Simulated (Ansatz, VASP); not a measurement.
**Two plane-wave programs on ZrNb2N4**

```
CELL_PARAMETERS angstrom
5.83233 -1.56945 0.00000
5.83233 1.56945 0.00000
-2.37360 0.00000 4.75509
ATOMIC_POSITIONS crystal
Zr 0.00000 0.00000 0.00000
Nb 0.71887 0.71887 0.71963
Nb 0.28113 0.28113 0.28037
N 0.13449 0.13449 0.45441
N 0.36117 0.36117 0.00174
N 0.86551 0.86551 0.54559
N 0.63883 0.63883 0.99826
```

Alike in both runs: task single point; functional PBE; k mesh 6 × 6 × 4; occupations gaussian, width 0.1 eV; no spin polarisation.

|  | VASP | Ansatz |
| --- | --- | --- |
| version | VASP 6.6.1 | Ansatz 0.2.0 |
| potentials or method | VASP PAW PBE potentials, release 64 (Zr_sv, Nb_sv, N), cutoff 600 eV | scalar-relativistic, plane waves, PAW |
| valence electrons in the cell | 58 | 58 |

```tsv
	VASP	Ansatz	Ansatz less VASP
gap on the k mesh at the Fermi level (eV)	none	none	-
pressure (GPa)	-0.3	0.0	+0.33
traceless stress, the component that is largest in VASP (GPa)	0.20	0.25	+0.053
rms of the force components (eV/Å)	0.060	0.050	-0.0098
```

Atom by atom the forces differ by 0.014 eV/Å (rms over components). A gap of «none» marks a metal or a gap that the smearing closes.
